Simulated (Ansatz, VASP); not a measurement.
# One calculation of BN, two programs

The input POSCAR:

```
BN
1.0
    0.0000000000      1.6759929025      1.6759929025
    1.6759929025      0.0000000000      1.6759929025
    1.6759929025      1.6759929025      0.0000000000
B N
1 1
Direct
    0.0000000000      0.0000000000      0.0000000000
    0.5000000000      0.5000000000      0.5000000000
```

INCAR.step1

```
SYSTEM = BN
PREC     = Accurate       ! precision mode
ENCUT    = 520            ! plane-wave cutoff, eV
ISMEAR   = 0              ! smearing method
SIGMA    = 0.01           ! smearing width, eV
LREAL    = .False.        ! projectors in reciprocal space
LASPH    = .True.         ! aspherical terms in the spheres
NELM     = 100            ! most SCF steps
NBANDS   = 11             ! bands
GGA      = PE             ! functional
ALGO     = Normal         ! electronic algorithm
EDIFF    = 1E-4           ! SCF threshold, eV
LWAVE    = .True.         ! write WAVECAR
LCHARG   = .False.        ! write CHGCAR
```

File INCAR.step2:

```
SYSTEM = BN
PREC     = Accurate       ! precision mode
ENCUT    = 520            ! plane-wave cutoff, eV
EDIFF    = 1E-7           ! SCF threshold, eV
ISMEAR   = 0              ! smearing method
SIGMA    = 0.01           ! smearing width, eV
LREAL    = .False.        ! projectors in reciprocal space
LASPH    = .True.         ! aspherical terms in the spheres
NELM     = 100            ! most SCF steps
ALGO     = Normal         ! electronic algorithm
ISIF     = 2              ! what is computed and relaxed
LWAVE    = .False.        ! write WAVECAR
LCHARG   = .False.        ! write CHGCAR
METAGGA  = R2SCAN         ! meta-GGA
LMIXTAU  = .True.       
NBANDS   = 11             ! bands
ISTART   = 1
```

File KPOINTS:

```
regular mesh
0
Gamma
  12 12 12
  0 0 0
```

Input for Ansatz:

```yaml
crystal:
  lattice:
    - [0.0, 1.6759929025, 1.6759929025]
    - [1.6759929025, 0.0, 1.6759929025]
    - [1.6759929025, 1.6759929025, 0.0]
  atoms:
    - { symbol: B, position: [0.0, 0.0, 0.0] }
    - { symbol: "N", position: [0.5, 0.5, 0.5] }
kpoints:
  mp_grid: { grid: [12, 12, 12] }
  band_path:
    path:
      - [0.0, 0.0, 0.0]
      - [0.5, 0.0, 0.5]
      - [0.625, 0.25, 0.625]
      - [0.375, 0.375, 0.75]
      - [0.5, 0.5, 0.5]
      - [0.5, 0.25, 0.75]
      - [0.0, 0.165365, -0.165365]
      - [0.0, 0.5, 0.5]
    npoints: 1
hamiltonian:
  xc: r2scan
scf:
  occupations: { method: fixed }
  n_extra_bands: 4
output:
  forces: true
  stress: true
  eigenvalues: true
```

Change from the starting cell: hydrostatic strain -4.0%.

Alike in both runs: task single point; functional r2SCAN; k mesh 12 × 12 × 12; no spin polarisation.

|  | VASP | Ansatz |
| --- | --- | --- |
| version | VASP 6.6.1 | Ansatz 0.2.0 |
| potentials or method | VASP PAW PBE potentials, release 64 (B, N) | plane waves, PAW |
| plane-wave cutoff (eV) | 520 | 500 |
| occupations | gaussian, width 0.01 eV | fixed |
| valence electrons in the cell | 8 | 8 |

Ansatz gave:

```
gap on the k mesh at the Fermi level (eV) : 2.36
pressure (GPa)                            : 61.5
```

**Question.** Estimate VASP's values.

**Answer.** gap on the k mesh at the Fermi level (eV): 2.35; pressure (GPa): 62.5.

VASP's potentials were made for PBE, not for r2SCAN. Both programs put the cell under a high pressure, so it lies far from rest at this level.

Noted on VASP's run: the cell as given lies far from equilibrium.
